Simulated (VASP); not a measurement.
# Cu3Au13 in VASP: further runs

The runs below take Cu3Au13 through single point, with PBE.

All numbers are computed with VASP 6.6.1; they aren't measurements. Logs are shortened: lines on timing, memory, paths and dates and some standing lists are left out, and cuts for length are marked.

## (1) The cell of the first run

The cell holds an amorphous packing of atoms, 16 atoms: a = 6.687 Å, b = 6.611 Å, c = 6.544 Å, α = 90.14°, β = 91.07°, γ = 88.52°.

## (2) Single point, PBE

Input file INCAR:

```
SYSTEM = Cu3Au13
PREC = Accurate ; ENCUT = 520
EDIFF = 1E-6 ; ISMEAR = -1
SIGMA = 0.1206 ; LREAL = Auto
LASPH = .TRUE. ; NELM = 80
ALGO = Normal ; ISIF = 2
LWAVE = .FALSE. ; LCHARG = .FALSE.
GGA = PE ; ISYM = 0
NBANDS = 102
```

Input file KPOINTS:

```
Automatic mesh
0
Gamma
  1 1 1
  0.25 0.25 0.25
```

Input file POSCAR:

```
Cu3Au13
1.0
    6.6859480000      0.0855830000     -0.0615900000
    0.0855830000      6.6105530000     -0.0078460000
   -0.0615900000     -0.0078460000      6.5441010000
Au Cu
13 3
Direct
    0.2312108958      0.4340092585      0.5378444672
    0.2762491172      0.4209747671      0.9086461458
    0.7066598197      0.8968038349      0.0159761442
    0.8274907719      0.4953865148      0.3673150765
    0.0552647929      0.1476765821      0.2000509205
    0.2015528429      0.8879804956      0.5485121233
    0.3220853404      1.0012134718      0.9459277534
    0.6419519299      0.3498531212      0.0088927061
    0.7513479376      0.9525702764      0.4738604104
    0.9089403235      0.6185773848      0.8183056760
    0.9643231570      0.1674106547      0.7329434810
    0.4232669300      0.1457324488      0.3245641268
    0.4246004370      0.6819068055      0.2641674359
    0.5745917480      0.2517192421      0.6604227372
    0.4707234191      0.7342833558      0.7115680278
    0.0518700331      0.7787705187      0.1324218420
```

Potentials or basis: VASP PAW PBE potentials, release 64 (Au, Cu).

On the command line:

```console
$ cat potpaw_PBE.64/Au/POTCAR potpaw_PBE.64/Cu/POTCAR > POTCAR
$ mpirun -np 1 vasp_std > vasp.out
```

OUTCAR:

```text
SYSTEM = Cu3Au13
   PREC = Accurate
   ENCUT = 520
   EDIFF = 1E-6
   ISMEAR = -1
   LREAL = Auto
   LASPH = .TRUE.
   NELM = 80
   ISIF = 2
   GGA = PE
   ISYM = 0

 ion  position               nearest neighbor table
   1  0.231  0.434  0.538-   2 2.44  12 2.68  14 2.68  13 2.79  15 2.81  11 2.86   4 2.92   6 3.00
                            10 3.08   5 3.14
   2  0.276  0.421  0.909-   1 2.44   8 2.55   7 2.79  15 2.80  14 2.80  10 2.81  11 2.93   5 3.06
                            13 3.06  16 3.14  12 3.39
   3  0.707  0.897  0.016-  16 2.52  10 2.61   7 2.68  15 2.75  13 2.91   8 3.02   9 3.03   5 3.12
                            11 3.15  12 3.22   4 3.58   9 3.59
   4  0.827  0.495  0.367-   8 2.81  16 2.89   1 2.92   5 2.94  13 3.00  14 3.07  10 3.10   9 3.13
                            11 3.33   3 3.58
   5  0.055  0.148  0.200-  16 2.48  12 2.58   7 2.63   4 2.94   6 2.99   9 3.05   2 3.06  11 3.11
                             3 3.12   1 3.14   8 3.27  11 3.55
   6  0.202  0.888  0.549-  15 2.29  11 2.70  12 2.73  13 2.74   7 2.81  16 2.98   5 2.99   1 3.00
                             9 3.06  10 3.23
   7  0.322  0.001  0.946-  15 2.53   5 2.63  16 2.67   3 2.68  12 2.73   2 2.79   6 2.81  11 2.94
                            13 3.03  14 3.06   8 3.21
   8  0.642  0.350  0.009-  14 2.41   2 2.55   4 2.81  10 2.86  12 2.91   3 3.02  11 3.06  13 3.10
                             7 3.21   5 3.27
   9  0.751  0.953  0.474-  14 2.59  11 2.63  12 2.68  15 2.88   3 3.03   5 3.05   6 3.06   4 3.13
[... 11 lines left out ...]
  15  0.471  0.734  0.712-   6 2.29   7 2.53   3 2.75   2 2.80   1 2.81   9 2.88  13 2.96  10 3.08

  16  0.052  0.779  0.132-   5 2.48  10 2.50   3 2.52   7 2.67  13 2.68   4 2.89   6 2.98   2 3.14

IMPORTANT INFORMATION: All symmetrisations will be switched off!
NOSYMM: (Re-)initialisation of all symmetry stuff for point group C_1.

----------------------------------------------------------------------------------------

                                     Primitive cell

  volume of cell :     289.1616

  direct lattice vectors                    reciprocal lattice vectors
     6.685948000  0.085583000 -0.061590000     0.149605141 -0.001935183  0.001405693
     0.085583000  6.610553000 -0.007846000    -0.001935183  0.151298522  0.000163185
    -0.061590000 -0.007846000  6.544101000     0.001405693  0.000163185  0.152822803

  length of vectors
     6.686779377  6.611111629  6.544395525     0.149624260  0.151310986  0.152829355

  position of ions in fractional coordinates (direct lattice)
     0.231210896  0.434009258  0.537844467
     0.276249117  0.420974767  0.908646146
     0.706659820  0.896803835  0.015976144
     0.827490772  0.495386515  0.367315076
     0.055264793  0.147676582  0.200050920
     0.201552843  0.887980496  0.548512123
[... 8 lines left out ...]
     0.470723419  0.734283356  0.711568028
     0.051870033  0.778770519  0.132421842

  ion indices of the primitive-cell ions
   primitive index   ion index
                 1           1
[... 77 lines left out ...]
   EFERMI =   0.00;   METHOD = LEGACY
   ISMEAR =    -1;   SIGMA  =   0.12  broadening in eV -4-tet -1-fermi 0-gaus
   EFERMI_NEDOS =   21; number of points for ismear=-14 and -15
   IALGO  =     38    algorithm
   IMIX   =      4    mixing-type and parameters
     AMIX     =   0.40;   BMIX     =  1.00
     AMIX_MAG =   1.60;   BMIX_MAG =  1.00
  volume/ion in A,a.u.               =      18.07       121.96
  Fermi-wavevector in a.u.,A,eV,Ry     =   1.387391  2.621789 26.189221  1.924853
  Thomas-Fermi vector in A             =   2.511616
   LORBIT       =      0    0 simple, 1 ext, 2 COOP (PROOUT), +10 PAW based schemes
   GGA     = PE    functional components
   LHFCALC =     F    Hartree Fock is set to
   AEXX    =    0.0000 exact exchange contribution
   IVDW    =     0    specifies the selected vdW correction
   LEPSILON=     F    determine dielectric tensor
   LRPA    =     F    only Hartree local field effects (RPA)
 non-spin polarized calculation
  energy-cutoff  :      520.00
  volume of cell :      289.16
 maximum number of plane-waves:      7795
 NGX is ok and might be reduce to    50
   NGX = 25   NGY = 25   NGZ = 25

 number of electron     176.0000014 magnetization

 Free energy of the ion-electron system (eV)
  ---------------------------------------------------
  ext. energy  EPLUGINS =         0.00000000
  ---------------------------------------------------
  free energy    TOTEN  =       -49.54318799 eV

  energy without entropy =      -49.21410598  energy(sigma->0) =      -49.37864699

 E-fermi :   7.8258     XC(G=0): -11.9403

 val. band max:        7.7066383889   @ k =   0.2500   0.2500   0.2500
 cond. band min:       7.9970041121   @ k =   0.2500   0.2500   0.2500
 fundamental gap:      0.2903657232
 Fermi energy:         7.8258040241

 k-point     1 :       0.2500    0.2500    0.2500
  band No.  band energies     occupation
      1      -0.7181      2.00000
      2       0.4902      2.00000
      3       0.7139      2.00000
      4       0.7972      2.00000
      5       1.0263      2.00000
      6       1.2150      2.00000
[... 92 lines left out ...]
     99      12.0748      0.00000
    100      12.2145      0.00000
 [bands above 100 left out]

------------------------ aborting loop because EDIFF is reached ----------------------------------------

  FORCE on cell =-STRESS in cart. coord.  units (eV):
  Direction    XX          YY          ZZ          XY          YZ          ZX
  --------------------------------------------------------------------------------------
  -------------------------------------------------------------------------------------
  Total       10.9647477      8.3657614      4.8153421     -3.0961313      7.7264948      6.3147680
  in kB       60.7531188     46.3527396     26.6806912    -17.1549442     42.8107122     34.9886620
  external PRESSURE =      44.5955166 kB  Pullay stress =       0.0000000 kB

 VOLUME and BASIS-vectors are now :
 -----------------------------------------------------------------------------
  energy-cutoff  :      520.00
  volume of cell :      289.16
      direct lattice vectors                 reciprocal lattice vectors
     6.685948000  0.085583000 -0.061590000     0.149605141 -0.001935183  0.001405693
     0.085583000  6.610553000 -0.007846000    -0.001935183  0.151298522  0.000163185
    -0.061590000 -0.007846000  6.544101000     0.001405693  0.000163185  0.152822803

 POSITION                                       TOTAL-FORCE (eV/Angst)
 -----------------------------------------------------------------------------------
      1.54988      2.88461      3.50206        -0.940075      0.620119     -3.091186
      1.82705      2.79939      5.92596        -0.874365      1.004740      3.093414
      4.80046      5.98872      0.05399        -0.248738      0.927514      0.440317
      5.55233      3.34272      2.34890        -0.227003      0.284823      0.268435
      0.36982      0.97938      1.30459        -2.492836      1.393102      0.538023
      1.38978      5.88299      3.57014        -2.648551      0.271813     -0.947241
[... 8 lines left out ...]
      3.16625      4.88872      4.62182         2.596986     -1.765666      0.717698
      0.40529      5.15150      0.85728         0.536872     -0.996999      0.763354
 -----------------------------------------------------------------------------------
    total drift:                               -0.005231      0.000844      0.001797

  FREE ENERGIE OF THE ION-ELECTRON SYSTEM (eV)
  ---------------------------------------------------
  free  energy   TOTEN  =       -49.5431879912 eV

  energy  without entropy=      -49.2141059831  energy(sigma->0) =      -49.37864699
```

stdout:

```text
POSCAR found type information on POSCAR AuCu
 POSCAR found :  2 types and      16 ions
 scaLAPACK will be used
 LDA part: xc-table for (Slater+PW92), standard interpolation
 POSCAR, INCAR and KPOINTS ok, starting setup
 FFT: planning ... GRIDC
 FFT: planning ... GRID_SOFT
 FFT: planning ... GRID
 WAVECAR not read
 entering main loop
```

Wall time 88 s (1 thread of Intel Xeon Platinum 8124M at 3.00GHz (Skylake/Cascade Lake), shared host); peak memory 0.35 GiB.

What came out:

```yaml
Free_energy: -49.5432 eV
Pressure: 4.5 GPa
Largest_force: 3.368 eV/Å
Band_gap_on_the_k_mesh: 0.29 eV
```

Forces in eV/Å, atoms in the order of the input:
```
Au  -0.940  0.620 -3.091
Au  -0.874  1.005  3.093
Au  -0.249  0.928  0.440
Au  -0.227  0.285  0.268
Au  -2.493  1.393  0.538
Au  -2.649  0.272 -0.947
Au  -0.061 -0.351 -1.064
Au   2.097  0.204  1.723
Au   0.464 -1.393 -0.467
Au   0.033 -0.830 -1.500
Au  -0.195  0.740  0.908
Au   1.445  0.116 -0.450
Au   0.643 -0.417 -0.348
Cu  -0.127  0.192 -0.585
Cu   2.597 -1.766  0.718
Cu   0.537 -0.997  0.763
```

Stress tensor (GPa, compression positive):
```
 6.08 -1.72  3.50
-1.72  4.64  4.28
 3.50  4.28  2.67
```

Caveat: the k points lie up to 0.96 Å⁻¹ apart; spin-orbit coupling is left out, which moves the levels of the heavy elements.

## (3) Single point, PBE

Input file INCAR:

```
SYSTEM = Cu3Au13
PREC = Accurate
ENCUT = 520
EDIFF = 1E-6
ISMEAR = -1
SIGMA = 0.1206
LREAL = Auto
LASPH = .TRUE.
NELM = 60
ALGO = Normal
ISIF = 2
LWAVE = .FALSE.
LCHARG = .FALSE.
GGA = PE
NBANDS = 102
ISYM = 0
```

KPOINTS is that of step 2.

Input file POSCAR:

```
Cu3Au13
1.0
    6.6859480000      0.0855830000     -0.0615900000
    0.0855830000      6.6105530000     -0.0078460000
   -0.0615900000     -0.0078460000      6.5441010000
Au Cu
13 3
Direct
    0.2175138304      0.4518505873      0.4864570239
    0.2677199707      0.4696420817      0.9524789860
    0.7123302061      0.9029288380      0.0367442063
    0.8426959540      0.4941832272      0.3734211934
    0.0662123582      0.1300650385      0.2284581961
    0.1970094618      0.8708089265      0.5325289417
    0.3333609818      1.0203357554      0.9078029598
    0.6731384423      0.3607000317      0.0217797141
    0.7587911244      0.9635740162      0.4823762878
    0.9020616340      0.5806807322      0.7857375669
    0.9754665597      0.1620226372      0.7415989171
    0.4299885922      0.1177064835      0.3151492501
    0.4179371676      0.6688980204      0.2449824543
    0.5645217635      0.2357674706      0.6738243690
    0.5458760646      0.6905582472      0.7375227899
    0.0857780041      0.7565640771      0.0817064206
```

Potentials or basis: VASP PAW PBE potentials, release 64 (Au, Cu).

On the command line:

```console
$ cat potpaw_PBE.64/Au/POTCAR potpaw_PBE.64/Cu/POTCAR > POTCAR
$ mpirun -np 1 vasp_std > vasp.out
```

Wall time 89 s (1 thread of Intel Xeon Platinum 8124M at 3.00GHz (Skylake/Cascade Lake), shared host); peak memory 0.35 GiB.

It converged, with:

* Free energy: -50.0877 eV
* Pressure: 3.4 GPa
* Largest force: 3.284 eV/Å
* Band gap on the k mesh: 0.37 eV

Forces in eV/Å, atoms in the order of the input:
```
Au   0.413 -1.206  1.542
Au   0.121 -2.223 -2.060
Au   0.505  0.086 -0.066
Au  -1.349  0.370 -0.153
Au  -3.032  0.569 -1.125
Au  -0.411 -0.714  1.059
Au   0.100 -0.173 -0.253
Au  -0.157 -0.662  0.851
Au   0.398 -1.709 -0.596
Au   0.716  0.666 -0.594
Au   0.200  0.826  0.920
Au   2.140  0.817 -0.036
Au   2.833  1.340  0.492
Cu  -0.281  0.634 -0.295
Cu  -0.931  0.131 -0.460
Cu  -1.265  1.248  0.772
```

Stress tensor (GPa, compression positive):
```
 6.64  0.97  3.37
 0.97  4.95  3.61
 3.37  3.61 -1.48
```

Levels at points of the mesh, in eV from the valence-band top:
```tsv
k point	band 85	band 86	band 87	band 88	band 89	band 90	band 91	band 92
(0.25, 0.25, 0.25)	-1.39	-1.27	-1.12	0.00	0.37	0.51	0.82	1.30
```

Caveat: the k points lie up to 0.96 Å⁻¹ apart; spin-orbit coupling is left out, which moves the levels of the heavy elements.
